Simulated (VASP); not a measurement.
# MgS (Fm-3m) in VASP: notebook

The runs below take MgS through single point, with PBEsol.

All numbers are computed with VASP 6.6.1; they aren't measurements. Logs are shortened: lines on timing, memory, paths and dates and some standing lists are left out, and cuts for length are marked.

### Step 1. The cell of the first run

It takes space group Fm-3m (No. 225, cubic). The conventional cell has a = 4.943 Å, b = 4.943 Å, c = 4.943 Å, α = 90.00°, β = 90.00°, γ = 90.00°. Within 3.3 Å of Mg (site symmetry m-3m) lie 6 S at 2.47 Å. Within 3.3 Å of S (site symmetry m-3m) lie 6 Mg at 2.47 Å.

### Step 2. Single point, PBEsol (strain -0.050 along x and y, -0.050 along z)

Contents of INCAR:

```
SYSTEM = MgS
  ALGO = Normal
  EDIFF = 1E-7
  ENCUT = 520
  GGA = PS
  ISIF = 2
  ISMEAR = 0
  LASPH = .TRUE.
  LCHARG = .FALSE.
  LREAL = .FALSE.
  LWAVE = .FALSE.
  NBANDS = 11
  NELM = 80
  PREC = Accurate
  SIGMA = 0.05
```

Contents of KPOINTS:

```
k-points
0
G
  8 8 8
  0 0 0
```

Contents of POSCAR:

```
MgS
1.0
    0.0000000000      2.4715675000      2.4715675000
    2.4715675000      0.0000000000      2.4715675000
    2.4715675000      2.4715675000      0.0000000000
Mg S
1 1
Direct
    0.0000000000      0.0000000000      0.0000000000
    0.5000000000      0.5000000000      0.5000000000
```

Potentials or basis: VASP PAW PBE potentials, release 64 (Mg, S).

Run with:

```
cat potpaw_PBE.64/Mg/POTCAR potpaw_PBE.64/S/POTCAR > POTCAR
mpirun -np 1 vasp_std > vasp.out
```

OUTCAR:

```text
SYSTEM = MgS
   EDIFF = 1E-7
   ENCUT = 520
   GGA = PS
   ISIF = 2
   ISMEAR = 0
   LASPH = .TRUE.
   LREAL = .FALSE.
   NELM = 80
   PREC = Accurate

 ion  position               nearest neighbor table
   1  0.000  0.000  0.000-   2 2.47   2 2.47   2 2.47   2 2.47   2 2.47   2 2.47
   2  0.500  0.500  0.500-   1 2.47   1 2.47   1 2.47   1 2.47   1 2.47   1 2.47

  LATTYP: Found a face centered cubic cell.
 ALAT       =     4.9431350000

  Lattice vectors:

 A1 = (   0.0000000000,   2.4715675000,   2.4715675000)
 A2 = (   2.4715675000,   0.0000000000,   2.4715675000)
 A3 = (   2.4715675000,   2.4715675000,   0.0000000000)

Analysis of symmetry for initial positions (statically):
=====================================================================
 Subroutine PRICEL returns:
 Original cell was already a primitive cell.

 Routine SETGRP: Setting up the symmetry group for a
 face centered cubic supercell.

 Subroutine GETGRP returns: Found 48 space group operations
 (whereof 48 operations were pure point group operations)
 out of a pool of 48 trial point group operations.

The static configuration has the point symmetry O_h .

Analysis of symmetry for dynamics (positions and initial velocities):
=====================================================================
 Subroutine PRICEL returns:
 Original cell was already a primitive cell.

 Routine SETGRP: Setting up the symmetry group for a
 face centered cubic supercell.

 Subroutine GETGRP returns: Found 48 space group operations
 (whereof 48 operations were pure point group operations)
 out of a pool of 48 trial point group operations.

The dynamic configuration has the point symmetry O_h .

 Subroutine INISYM returns: Found 48 space group operations
 (whereof 48 operations are pure point group operations),
 and found     1 'primitive' translations

----------------------------------------------------------------------------------------

                                     Primitive cell

  volume of cell :      30.1959

  direct lattice vectors                    reciprocal lattice vectors
     0.000000000  2.471567500  2.471567500    -0.202300767  0.202300767  0.202300767
     2.471567500  0.000000000  2.471567500     0.202300767 -0.202300767  0.202300767
     2.471567500  2.471567500  0.000000000     0.202300767  0.202300767 -0.202300767

  length of vectors
     3.495324279  3.495324279  3.495324279     0.350395206  0.350395206  0.350395206

  position of ions in fractional coordinates (direct lattice)
     0.000000000  0.000000000  0.000000000
     0.500000000  0.500000000  0.500000000

  ion indices of the primitive-cell ions
   primitive index   ion index
                 1           1
                 2           2

----------------------------------------------------------------------------------------

 KPOINTS: k-points

Automatic generation of k-mesh.
 Grid dimensions read from file:
 generate k-points for:    8    8    8

 Generating k-lattice:

  Cartesian coordinates                     Fractional coordinates (reciprocal lattice)
    -0.025287596  0.025287596  0.025287596     0.125000000  0.000000000  0.000000000
     0.025287596 -0.025287596  0.025287596     0.000000000  0.125000000  0.000000000
     0.025287596  0.025287596 -0.025287596     0.000000000  0.000000000  0.125000000

  Length of vectors
     0.043799401  0.043799401  0.043799401

  Shift w.r.t. Gamma in fractional coordinates (k-lattice)
     0.000000000  0.000000000  0.000000000

 Subroutine IBZKPT returns following result:
 ===========================================

 Found     29 irreducible k-points:

 Following reciprocal coordinates:
            Coordinates               Weight
  0.000000  0.000000  0.000000      1.000000
  0.125000  0.000000  0.000000      8.000000
  0.250000  0.000000  0.000000      8.000000
  0.375000  0.000000  0.000000      8.000000
  0.500000  0.000000  0.000000      4.000000
  0.125000  0.125000  0.000000      6.000000
[... 16 lines left out ...]
  0.500000  0.250000  0.125000     48.000000
 -0.375000  0.250000  0.125000     24.000000
 [... further k-points ...]
   k-points           NKPTS =     29   k-points in BZ     NKDIM =     29   number of bands    NBANDS=     11
   number of dos      NEDOS =    301   number of ions     NIONS =      2
   total plane-waves  NPLWV =  21952
   dimension x,y,z NGX =    28 NGY =   28 NGZ =   28
   dimension x,y,z NGXF=    56 NGYF=   56 NGZF=   56
   ions per type =               1   1
   NGX,Y,Z   is equivalent  to a cutoff of  13.32, 13.32, 13.32 a.u.
   NGXF,Y,Z  is equivalent  to a cutoff of  26.63, 26.63, 26.63 a.u.
 SYSTEM =  MgS
   PREC   = accura    normal or accurate (medium, high low for compatibility)
   ISTART =      0    job   : 0-new  1-cont  2-samecut
   ICHARG =      2    charge: 1-file 2-atom 10-const
   ISPIN  =      1    spin polarized calculation?
   LNONCOLLINEAR =      F non collinear calculations
   LSORBIT =      F    spin-orbit coupling
   LASPH  =      T    aspherical Exc in radial PAW
   ENCUT  =  520.0 eV  38.22 Ry    6.18 a.u.   6.50  6.50  6.50*2*pi/ulx,y,z
   NELM   =     80;   NELMIN=  2; NELMDL= -5     # of ELM steps
   EDIFF  = 0.1E-06   stopping-criterion for ELM
   LREAL  =      F    real-space projection
   EDIFFG = 0.1E-05   stopping-criterion for IOM
   NSW    =      0    number of steps for IOM
   IBRION =     -1    ionic relax: 0-MD 1-quasi-New 2-CG
   NFREE  =      0    steps in history (QN), initial steepest desc. (CG)
   ISIF   =      2    stress and relaxation
   ISYM   =      2    0-nonsym 1-usesym 2-fastsym
   POTIM  = 0.5000    time-step for ionic-motion
   TEBEG  =    0.0;   TEEND  =   0.0 temperature during run
   PSTRESS=    0.0 pullay stress
   NELECT =       8.0000    total number of electrons
   NUPDOWN=      -1.0000    fix difference up-down
   EMIN   =  10.00;   EMAX   =-10.00  energy-range for DOS
   EFERMI =   0.00;   METHOD = LEGACY
   ISMEAR =     0;   SIGMA  =   0.05  broadening in eV -4-tet -1-fermi 0-gaus
   EFERMI_NEDOS =   21; number of points for ismear=-14 and -15
   IALGO  =     38    algorithm
   IMIX   =      4    mixing-type and parameters
     AMIX     =   0.40;   BMIX     =  1.00
     AMIX_MAG =   1.60;   BMIX_MAG =  1.00
  volume/ion in A,a.u.               =      15.10       101.89
  Fermi-wavevector in a.u.,A,eV,Ry     =   1.051451  1.986954 15.041909  1.105549
  Thomas-Fermi vector in A             =   2.186495
   LORBIT       =      0    0 simple, 1 ext, 2 COOP (PROOUT), +10 PAW based schemes
   GGA     = PS    functional components
   LHFCALC =     F    Hartree Fock is set to
   AEXX    =    0.0000 exact exchange contribution
   IVDW    =     0    specifies the selected vdW correction
   LEPSILON=     F    determine dielectric tensor
   LRPA    =     F    only Hartree local field effects (RPA)
 non-spin polarized calculation
 Gauss-broadening in eV      SIGMA  =   0.05
  energy-cutoff  :      520.00
  volume of cell :       30.20
 maximum number of plane-waves:       869
 NGX is ok and might be reduce to    28
   NGX = 13   NGY = 13   NGZ = 13

 number of electron       8.0000000 magnetization

 Free energy of the ion-electron system (eV)
  ---------------------------------------------------
  ext. energy  EPLUGINS =         0.00000000
  ---------------------------------------------------
  free energy    TOTEN  =        -8.89124329 eV

  energy without entropy =       -8.89124329  energy(sigma->0) =       -8.89124329

 E-fermi :   5.4631     XC(G=0): -10.4897

 val. band max:        5.1751977607   @ k =   0.0000   0.0000   0.0000
 cond. band min:       8.1838821211   @ k =   0.5000   0.5000   0.0000
 fundamental gap:      3.0086843604
 Fermi energy:         5.4631255644

 k-point     1 :       0.0000    0.0000    0.0000
  band No.  band energies     occupation
      1      -8.4927      2.00000
      2       5.1752      2.00000
      3       5.1752      2.00000
      4       5.1752      2.00000
      5      10.0962      0.00000
      6      12.8766      0.00000
      7      12.8766      0.00000
      8      12.8766      0.00000
      9      15.6204      0.00000
     10      15.6204      0.00000
     11      17.7970      0.00000

 k-point     2 :       0.1250    0.0000    0.0000
  band No.  band energies     occupation
      1      -8.3005      2.00000
      2       3.9929      2.00000
      3       5.0328      2.00000
      4       5.0328      2.00000
      5      10.7605      0.00000
      6      12.7575      0.00000
      7      13.2051      0.00000
      8      13.2051      0.00000
      9      15.0752      0.00000
     10      15.0752      0.00000
     11      18.7716      0.00000

 k-point     3 :       0.2500    0.0000    0.0000
  band No.  band energies     occupation
      1      -7.7695      2.00000
      2       1.9108      2.00000
      3       4.7298      2.00000
      4       4.7298      2.00000
      5      10.4779      0.00000
      6      13.0316      0.00000
      7      13.0316      0.00000
      8      14.3971      0.00000
      9      15.6521      0.00000
     10      15.6521      0.00000
     11      18.0173      0.00000

 k-point     4 :       0.3750    0.0000    0.0000
  band No.  band energies     occupation
      1      -7.0891      2.00000
      2       0.1322      2.00000
      3       4.4695      2.00000
      4       4.4695      2.00000
      5       9.9613      0.00000
      6      12.3956      0.00000
      7      12.3956      0.00000
      8      16.6245      0.00000
      9      17.3455      0.00000
     10      17.8248      0.00000
     11      17.8248      0.00000
[... 239 lines left out ...]
 k-point    22 :       0.3750    0.2500    0.1250
  band No.  band energies     occupation
      1      -7.3449      2.00000
      2       1.6123      2.00000
      3       3.3039      2.00000
      4       4.2798      2.00000
      5      11.3841      0.00000
      6      11.5189      0.00000
      7      12.7155      0.00000
      8      15.0505      0.00000
      9      15.5550      0.00000
     10      18.8308      0.00000
     11      21.2243      0.00000

 k-point    23 :       0.5000    0.2500    0.1250
  band No.  band energies     occupation
      1      -6.7568      2.00000
      2       0.5175      2.00000
      3       2.6533      2.00000
      4       3.8864      2.00000
      5      11.0554      0.00000
      6      11.7420      0.00000
      7      13.2468      0.00000
      8      14.8137      0.00000
      9      17.5395      0.00000
     10      20.4054      0.00000
     11      21.1779      0.00000

 k-point    24 :      -0.3750    0.2500    0.1250
  band No.  band energies     occupation
      1      -6.4596      2.00000
      2      -0.0196      2.00000
      3       2.4885      2.00000
      4       3.6924      2.00000
      5      10.9896      0.00000
      6      11.4580      0.00000
      7      13.9994      0.00000
      8      15.2335      0.00000
      9      18.0080      0.00000
     10      19.8283      0.00000
     11      21.5434      0.00000

 [... further k-points ...]
[... 5 lines left out ...]
  --------------------------------------------------------------------------------------
  -------------------------------------------------------------------------------------
  Total        2.7555706      2.7555706      2.7555706      0.0000000     -0.0000000      0.0000000
  in kB      146.2091983    146.2091983    146.2091983      0.0000000     -0.0000000      0.0000000
  external PRESSURE =     146.2091983 kB  Pullay stress =       0.0000000 kB

 VOLUME and BASIS-vectors are now :
 -----------------------------------------------------------------------------
  energy-cutoff  :      520.00
  volume of cell :       30.20
      direct lattice vectors                 reciprocal lattice vectors
     0.000000000  2.471567500  2.471567500    -0.202300767  0.202300767  0.202300767
     2.471567500  0.000000000  2.471567500     0.202300767 -0.202300767  0.202300767
     2.471567500  2.471567500  0.000000000     0.202300767  0.202300767 -0.202300767

 POSITION                                       TOTAL-FORCE (eV/Angst)
 -----------------------------------------------------------------------------------
      0.00000      0.00000      0.00000         0.000000     -0.000000     -0.000000
      2.47157      2.47157      2.47157        -0.000000      0.000000      0.000000
 -----------------------------------------------------------------------------------
    total drift:                                0.000000      0.000000      0.000000

  FREE ENERGIE OF THE ION-ELECTRON SYSTEM (eV)
  ---------------------------------------------------
  free  energy   TOTEN  =        -8.8912432866 eV

  energy  without entropy=       -8.8912432866  energy(sigma->0) =       -8.89124329
```

Run time: 8.1 s. Hardware: 1 thread of Intel Xeon Platinum 8488C (Sapphire Rapids), shared host; peak memory 0.15 GiB.

What came out:

```
Free energy            : -8.8912 eV
Pressure               : 14.6 GPa
Band gap on the k mesh : 3.01 eV, indirect (least direct gap 4.92 eV)
```

Caveat: the cell differs from its parent crystal (strain -0.050 along x and y, -0.050 along z); the PAW data sets were made with another functional, which shifts forces and pressure a little.

### Step 3. Single point, PBEsol (strain -0.025 along x and y, -0.025 along z)

Contents of INCAR:

```
SYSTEM = MgS
PREC = Accurate
ENCUT = 520
EDIFF = 1E-6
ISMEAR = 0
SIGMA = 0.05
LREAL = .False.
LASPH = .True.
NELM = 80
ALGO = Normal
ISIF = 2
LWAVE = .False.
LCHARG = .False.
GGA = PS
NBANDS = 11
```

Contents of KPOINTS:

```
Automatic mesh
0
Gamma
  8 8 8
  0 0 0
```

Contents of POSCAR:

```
MgS
1.0
    0.0000000000      2.5366087500      2.5366087500
    2.5366087500      0.0000000000      2.5366087500
    2.5366087500      2.5366087500      0.0000000000
Mg S
1 1
Direct
    0.0000000000      0.0000000000      0.0000000000
    0.5000000000      0.5000000000      0.5000000000
```

Potentials or basis: VASP PAW PBE potentials, release 64 (Mg, S).

Run with:

```
cat potpaw_PBE.64/Mg/POTCAR potpaw_PBE.64/S/POTCAR > POTCAR
mpirun -np 1 vasp_std > vasp.out
```

It took 8.7 s on 1 thread of Intel Xeon Platinum 8488C (Sapphire Rapids), shared host; peak memory 0.15 GiB.

The run converged. Its results:

```
Free energy            : -9.0411 eV
Pressure               : 5.5 GPa
Band gap on the k mesh : 2.86 eV, indirect (least direct gap 4.22 eV)
```

Levels at points of the mesh, in eV from the valence-band top:
| k point | band 2 | band 3 | band 4 | band 5 | band 6 | band 7 |
| --- | --- | --- | --- | --- | --- | --- |
| (0.00, 0.00, 0.00) | 0.00 | 0.00 | 0.00 | 4.22 | 7.79 | 7.79 |
| (0.50, 0.00, 0.00) | -5.32 | -0.69 | -0.69 | 4.51 | 6.91 | 6.91 |
| (0.50, 0.50, 0.00) | -4.68 | -1.89 | -1.89 | 2.86 | 4.00 | 12.64 |

Caveat: the cell differs from its parent crystal (strain -0.025 along x and y, -0.025 along z); the PAW data sets were made with another functional, which shifts forces and pressure a little. A k mesh can miss the band edges.

### Step 4. Single point, PBEsol (strain +0.025 along x and y, +0.025 along z)

Contents of INCAR:

```
  PREC = Accurate
  ENCUT = 520
  EDIFF = 1E-6
  ISMEAR = 0
  SIGMA = 0.05
  LREAL = F
  LASPH = T
  NELM = 100
  ALGO = Normal
  ISIF = 2
  LWAVE = F
  LCHARG = F
  GGA = PS
  NBANDS = 11
```

Contents of KPOINTS:

```
regular mesh
0
Gamma
  8 8 8
```

Contents of POSCAR:

```
MgS
1.0
    0.0000000000      2.6666912500      2.6666912500
    2.6666912500      0.0000000000      2.6666912500
    2.6666912500      2.6666912500      0.0000000000
Mg S
1 1
Direct
    0.0000000000      0.0000000000      0.0000000000
    0.5000000000      0.5000000000      0.5000000000
```

Run with:

```
cat potpaw_PBE.64/Mg/POTCAR potpaw_PBE.64/S/POTCAR > POTCAR
mpirun -np 1 vasp_std > vasp.out
```

Wall time 7.2 s (1 thread of Intel Xeon Platinum 8488C (Sapphire Rapids), shared host); peak memory 0.16 GiB.

Results (log left out):

| Property | Result |
| --- | --- |
| Free energy | -9.0123 eV |
| Pressure | -5.9 GPa |
| Band gap on the k mesh | 2.55 eV, indirect (least direct gap 3.04 eV) |

Levels at points of the mesh, in eV from the valence-band top:
```tsv
k point	band 1	band 2	band 3	band 4	band 5	band 6	band 7	band 8
(0.00, 0.00, 0.00)	-12.28	0.00	0.00	0.00	3.04	7.89	7.89	7.89
(0.50, 0.00, 0.00)	-11.14	-4.51	-0.52	-0.52	4.29	6.73	6.73	9.28
(0.50, 0.50, 0.00)	-10.81	-3.89	-1.55	-1.55	2.55	4.45	11.16	12.52
```

Caveat: the cell differs from its parent crystal (strain +0.025 along x and y, +0.025 along z); the PAW data sets were made with another functional, which shifts forces and pressure a little. A k mesh can miss the band edges.

### Step 5. Single point, PBEsol (strain +0.050 along x and y, +0.050 along z)

Contents of INCAR:

```
PREC = Accurate
ENCUT = 520
EDIFF = 1E-6
ISMEAR = 0
SIGMA = 0.05
LREAL = False
LASPH = True
NELM = 80
ALGO = Normal
ISIF = 2
LWAVE = False
LCHARG = True
GGA = PS
LELF = True
LVHAR = True
NBANDS = 11
```

KPOINTS is that of step 4.

Contents of POSCAR:

```
MgS
1.0
    0.0000000000      2.7317325000      2.7317325000
    2.7317325000      0.0000000000      2.7317325000
    2.7317325000      2.7317325000      0.0000000000
Mg S
1 1
Direct
    0.0000000000      0.0000000000      0.0000000000
    0.5000000000      0.5000000000      0.5000000000
```

Run with:

```
cat potpaw_PBE.64/Mg/POTCAR potpaw_PBE.64/S/POTCAR > POTCAR
mpirun -np 1 vasp_std > vasp.out
```

Run time: 11 s. Hardware: 1 thread of Intel Xeon Platinum 8488C (Sapphire Rapids), shared host; peak memory 0.16 GiB.

The run converged. Its results:

* Free energy: -8.8777 eV
* Pressure: -9.2 GPa
* Band gap on the k mesh: 2.39 eV, indirect (least direct gap 2.56 eV)

Levels at points of the mesh, in eV from the valence-band top:
```tsv
k point	band 2	band 3	band 4	band 5	band 6	band 7
(0.00, 0.00, 0.00)	0.00	0.00	0.00	2.56	7.90	7.90
(0.50, 0.00, 0.00)	-4.17	-0.45	-0.45	4.18	6.63	6.63
(0.50, 0.50, 0.00)	-3.55	-1.40	-1.40	2.39	4.62	10.50
```

Caveat: the cell differs from its parent crystal (strain +0.050 along x and y, +0.050 along z); the PAW data sets were made with another functional, which shifts forces and pressure a little. A k mesh can miss the band edges.

### Step 6. The runs side by side

```csv
cell,gap on the mesh (eV),pressure (GPa)
"a = 3.495 Å, angles 60.0°, 2 atoms",3.01,14.6
"a = 3.587 Å, angles 60.0°, 2 atoms",2.86,5.5
"a = 3.771 Å, angles 60.0°, 2 atoms",2.55,-5.9
"a = 3.863 Å, angles 60.0°, 2 atoms",2.39,-9.2
```

Alike in all rows: task single point; level PBEsol; potentials or basis VASP PAW PBE potentials, release 64 (Mg, S); no spin polarisation; k mesh 8 × 8 × 8; cutoff (eV) 520; smearing gaussian 0.05 eV.

Caveats: the PAW data sets were made with another functional, which shifts forces and pressure a little.

Total energies depend on the potentials used, so only differences within one code and one set of settings carry meaning.
